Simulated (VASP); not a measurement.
# Li (P6_3/mmc) in VASP: further runs, part 2 of 2

VASP 6.6.1. The steps go on from the part before.

## Step 4: Single point, PBE+D3(BJ)

This run uses another cell than the first one, of 18.26 Å³/atom.

INCAR reads:

```
SYSTEM = Li
PREC     = Accurate       ! precision mode
ENCUT    = 520            ! plane-wave cutoff, eV
EDIFF    = 1E-6           ! SCF threshold, eV
ISMEAR   = 0              ! smearing method
SIGMA    = 0.1            ! smearing width, eV
LREAL    = .FALSE.        ! projectors in reciprocal space
LASPH    = .TRUE.         ! aspherical terms in the spheres
NELM     = 60             ! most SCF steps
ALGO     = Fast           ! electronic algorithm
ISIF     = 2              ! what is computed and relaxed
LWAVE    = .FALSE.        ! write WAVECAR
LCHARG   = .FALSE.        ! write CHGCAR
GGA      = PE             ! functional
IVDW     = 12             ! dispersion correction
NBANDS   = 14             ! bands
```

KPOINTS reads:

```
Automatic mesh
0
G
  18 18 6
  0 0 0
```

POSCAR reads:

```
Li
1.0
    2.9487099490      0.0000000000      0.0000000000
   -1.4743549745      2.5536577242      0.0000000000
    0.0000000000      0.0000000000      9.6987573261
Li
4
Direct
    0.0000000000      0.0000000000      0.0000000000
    0.3333333333      0.6666666667      0.2500000000
    0.0000000000      0.0000000000      0.5000000000
    0.6666666667      0.3333333333      0.7500000000
```

Potentials or basis: VASP PAW PBE potentials, release 64 (Li_sv).

Run with:

```
$ cat potpaw_PBE.64/Li_sv/POTCAR > POTCAR
$ mpirun -np 1 vasp_std > vasp.out
```

OUTCAR:

```text
SYSTEM = Li
   PREC = Accurate
   ENCUT = 520
   EDIFF = 1E-6
   ISMEAR = 0
   LREAL = .FALSE.
   LASPH = .TRUE.
   NELM = 60
   ISIF = 2
   GGA = PE
   IVDW = 12
 IVDW          = 12

 ion  position               nearest neighbor table
   1  0.000  0.000  0.000-
   2  0.333  0.667  0.250-
   3  0.000  0.000  0.500-
   4  0.667  0.333  0.750-

  LATTYP: Found a hexagonal cell.
 ALAT       =     2.9487099490
 C/A-ratio  =     3.2891527122

  Lattice vectors:

 A1 = (   2.9487099490,   0.0000000000,   0.0000000000)
 A2 = (  -1.4743549745,   2.5536577242,   0.0000000000)
 A3 = (   0.0000000000,   0.0000000000,   9.6987573261)

Analysis of symmetry for initial positions (statically):
=====================================================================
 Subroutine PRICEL returns:
 Original cell was already a primitive cell.

 Routine SETGRP: Setting up the symmetry group for a
 hexagonal supercell.

 Subroutine GETGRP returns: Found 24 space group operations
 (whereof 12 operations were pure point group operations)
 out of a pool of 24 trial point group operations.

The static configuration has the point symmetry D_3d.
 The point group associated with its full space group is D_6h.

Analysis of symmetry for dynamics (positions and initial velocities):
=====================================================================
 Subroutine PRICEL returns:
 Original cell was already a primitive cell.

 Routine SETGRP: Setting up the symmetry group for a
 hexagonal supercell.

 Subroutine GETGRP returns: Found 24 space group operations
 (whereof 12 operations were pure point group operations)
 out of a pool of 24 trial point group operations.

The dynamic configuration has the point symmetry D_3d.
 The point group associated with its full space group is D_6h.

 Subroutine INISYM returns: Found 24 space group operations
 (whereof 12 operations are pure point group operations),
 and found     1 'primitive' translations

----------------------------------------------------------------------------------------

                                     Primitive cell

  volume of cell :      73.0316

  direct lattice vectors                    reciprocal lattice vectors
     2.948709949  0.000000000  0.000000000     0.339131355  0.195797579  0.000000000
    -1.474354974  2.553657724  0.000000000     0.000000000  0.391595158  0.000000000
     0.000000000  0.000000000  9.698757326     0.000000000  0.000000000  0.103105992

  length of vectors
     2.948709949  2.948709949  9.698757326     0.391595158  0.391595158  0.103105992

  position of ions in fractional coordinates (direct lattice)
     0.000000000  0.000000000  0.000000000
     0.333333333  0.666666667  0.250000000
     0.000000000  0.000000000  0.500000000
     0.666666667  0.333333333  0.750000000

  ion indices of the primitive-cell ions
   primitive index   ion index
                 1           1
                 2           2
                 3           3
                 4           4

----------------------------------------------------------------------------------------

 KPOINTS: Automatic mesh

Automatic generation of k-mesh.
 Grid dimensions read from file:
 generate k-points for:   18   18    6

 Generating k-lattice:
[... 48 lines left out ...]
   dimension x,y,z NGXF=    48 NGYF=   48 NGZF=  144
   ions per type =               4
   NGX,Y,Z   is equivalent  to a cutoff of  13.53, 13.53, 12.34 a.u.
   NGXF,Y,Z  is equivalent  to a cutoff of  27.06, 27.06, 24.68 a.u.
 SYSTEM =  Li
   PREC   = accura    normal or accurate (medium, high low for compatibility)
   ISTART =      0    job   : 0-new  1-cont  2-samecut
   ICHARG =      2    charge: 1-file 2-atom 10-const
   ISPIN  =      1    spin polarized calculation?
   LNONCOLLINEAR =      F non collinear calculations
   LSORBIT =      F    spin-orbit coupling
   LASPH  =      T    aspherical Exc in radial PAW
   ENCUT  =  520.0 eV  38.22 Ry    6.18 a.u.   5.48  5.48 18.03*2*pi/ulx,y,z
   NELM   =     60;   NELMIN=  2; NELMDL= -5     # of ELM steps
   EDIFF  = 0.1E-05   stopping-criterion for ELM
   LREAL  =      F    real-space projection
   EDIFFG = 0.1E-04   stopping-criterion for IOM
   NSW    =      0    number of steps for IOM
   IBRION =     -1    ionic relax: 0-MD 1-quasi-New 2-CG
   NFREE  =      0    steps in history (QN), initial steepest desc. (CG)
   ISIF   =      2    stress and relaxation
   ISYM   =      2    0-nonsym 1-usesym 2-fastsym
   POTIM  = 0.5000    time-step for ionic-motion
   TEBEG  =    0.0;   TEEND  =   0.0 temperature during run
   PSTRESS=    0.0 pullay stress
   NELECT =      12.0000    total number of electrons
   NUPDOWN=      -1.0000    fix difference up-down
   EMIN   =  10.00;   EMAX   =-10.00  energy-range for DOS
   EFERMI =   0.00;   METHOD = LEGACY
   ISMEAR =     0;   SIGMA  =   0.10  broadening in eV -4-tet -1-fermi 0-gaus
   EFERMI_NEDOS =   21; number of points for ismear=-14 and -15
   IALGO  =     68    algorithm
   IMIX   =      4    mixing-type and parameters
     AMIX     =   0.40;   BMIX     =  1.00
     AMIX_MAG =   1.60;   BMIX_MAG =  1.00
  volume/ion in A,a.u.               =      18.26       123.21
  Fermi-wavevector in a.u.,A,eV,Ry     =   0.896668  1.694457 10.939266  0.804013
  Thomas-Fermi vector in A             =   2.019155
   LORBIT       =      0    0 simple, 1 ext, 2 COOP (PROOUT), +10 PAW based schemes
   GGA     = PE    functional components
   LHFCALC =     F    Hartree Fock is set to
   AEXX    =    0.0000 exact exchange contribution
   IVDW    =    12    specifies the selected vdW correction
   LEPSILON=     F    determine dielectric tensor
   LRPA    =     F    only Hartree local field effects (RPA)
 non-spin polarized calculation
 RMM-DIIS sequential band-by-band and
 Gauss-broadening in eV      SIGMA  =   0.10
  energy-cutoff  :      520.00
  volume of cell :       73.03
 maximum number of plane-waves:      2016
 NGX is ok and might be reduce to    24
   NGX = 11   NGY = 11   NGZ = 37

 number of electron      12.0000016 magnetization

 Free energy of the ion-electron system (eV)
  ---------------------------------------------------
  ext. energy  EPLUGINS =         0.00000000
  ---------------------------------------------------
  free energy    TOTEN  =        -7.59136735 eV

  energy without entropy =       -7.58209097  energy(sigma->0) =       -7.58672916

 E-fermi :   0.9176     XC(G=0):  -7.3038

 val. band max:        0.9172894556   @ k =   0.1111   0.0000   0.1667
 cond. band min:       0.9247141275   @ k =   0.3333   0.1667   0.3333
 fundamental gap:      0.0074246719
 Fermi energy:         0.9176450247

 k-point     1 :       0.0000    0.0000    0.0000
  band No.  band energies     occupation
      1     -45.4254      2.00000
      2     -45.4126      2.00000
      3     -45.4111      2.00000
      4     -45.3985      2.00000
      5      -2.7612      2.00000
      6      -1.6201      2.00000
      7      -1.6196      2.00000
      8       0.8259      1.80569
      9       4.1582      0.00000
     10       9.3979      0.00000
     11       9.4026      0.00000
     12      14.4928      0.00000
     13      14.4929      0.00000
     14      15.1067      0.00000
[... 377 lines left out ...]
      1     -45.3978      2.00000
      2     -45.3942      2.00000
      3     -45.3927      2.00000
      4     -45.3890      2.00000
      5       0.5901      2.00000
      6       1.5159      0.00000
      7       1.5722      0.00000
      8       2.8520      0.00000
      9       4.9232      0.00000
     10       5.0616      0.00000
     11       5.6894      0.00000
     12       7.1134      0.00000
     13       8.0448      0.00000
     14       8.0938      0.00000

 [... further k-points ...]

------------------------ aborting loop because EDIFF is reached ----------------------------------------

 Edisp (eV)   -0.75099

 E8    (eV) :    -0.3122

  FORCE on cell =-STRESS in cart. coord.  units (eV):
  Direction    XX          YY          ZZ          XY          YZ          ZX
  --------------------------------------------------------------------------------------
  -------------------------------------------------------------------------------------
  Total      -0.02658    -0.02658    -0.05383     0.00000     0.00000     0.00000
  in kB      -0.58316    -0.58316    -1.18096     0.00000     0.00000     0.00000
  external pressure =       -0.78 kB  Pullay stress =        0.00 kB

 VOLUME and BASIS-vectors are now :
 -----------------------------------------------------------------------------
  energy-cutoff  :      520.00
  volume of cell :       73.03
      direct lattice vectors                 reciprocal lattice vectors
     2.948709949  0.000000000  0.000000000     0.339131355  0.195797579  0.000000000
    -1.474354974  2.553657724  0.000000000     0.000000000  0.391595158  0.000000000
     0.000000000  0.000000000  9.698757326     0.000000000  0.000000000  0.103105992

 POSITION                                       TOTAL-FORCE (eV/Angst)
 -----------------------------------------------------------------------------------
      0.00000      0.00000      0.00000        -0.000000      0.000000      0.000000
     -0.00000      1.70244      2.42469        -0.000000      0.000000      0.000000
      0.00000      0.00000      4.84938        -0.000000      0.000000      0.000000
      1.47435      0.85122      7.27407         0.000000      0.000000     -0.000000
 -----------------------------------------------------------------------------------
    total drift:                               -0.000000      0.000000      0.000000

  FREE ENERGIE OF THE ION-ELECTRON SYSTEM (eV)
  ---------------------------------------------------
  free  energy   TOTEN  =        -8.3423623520 eV

  energy  without entropy=       -8.3330859701  energy(sigma->0) =       -8.33772416
```

Run time: 76 s. Hardware: 1 thread of Intel Xeon 6975P-C (Granite Rapids), shared host; peak memory 0.26 GiB.

Results:

* Free energy: -8.3424 eV
* Band gap on the k mesh: zero (bands 6 and 7 overlap by 4.22 eV)
* Dispersion energy per atom: -0.188 eV

Levels at points of the mesh, in eV from the Fermi level:
```tsv
k point	band 2	band 3	band 4	band 5	band 6	band 7	band 8	band 9	band 10	band 11
(0.00, 0.00, 0.00)	-46.33	-46.33	-46.32	-3.68	-2.54	-2.54	-0.09	3.24	8.48	8.48
(0.50, 0.00, 0.00)	-46.31	-46.31	-46.31	-0.06	0.55	0.72	1.38	3.73	3.77	5.28
(0.00, 0.00, 0.50)	-46.34	-46.32	-46.32	-3.39	-3.39	-1.18	-1.18	5.04	5.04	12.56
(0.50, 0.00, 0.50)	-46.31	-46.31	-46.31	0.13	0.13	1.16	1.16	4.02	4.02	4.92
```

Caveat: the cutoff is under 1.25 times the usual one of these potentials, so pressure, stress and relaxed cells hold a basis-set (Pulay) error.

## Step 5: Overview

| task | cell | cutoff (eV) | gap on the mesh (eV) | pressure (GPa) |
| --- | --- | --- | --- | --- |
| relaxation of shape and atoms at fixed volume | relaxed from a = 3.008, b = 3.008, c = 9.878 Å, angles 90.0, 90.0, 120.0°, 4 atoms | 600 | none | -0.9 |
| relaxation of shape and atoms at fixed volume | relaxed from a = 3.045, b = 3.045, c = 10.001 Å, angles 90.0, 90.0, 120.0°, 4 atoms | 600 | none | -1.3 |
| single point | a = 2.949, b = 2.949, c = 9.699 Å, angles 90.0, 90.0, 120.0°, 4 atoms | 520 | none | - |

Alike in all rows: level PBE+D3(BJ); potentials or basis VASP PAW PBE potentials, release 64 (Li_sv); no spin polarisation; k mesh 18 × 18 × 6; smearing gaussian 0.1 eV.

Caveats: the cutoff is under 1.25 times the usual one of these potentials, so pressure, stress and relaxed cells hold a basis-set (Pulay) error; the relaxation stopped at its first step, so nothing moved (at least some runs).

Absolute energies hang on the potentials; compare differences alone.
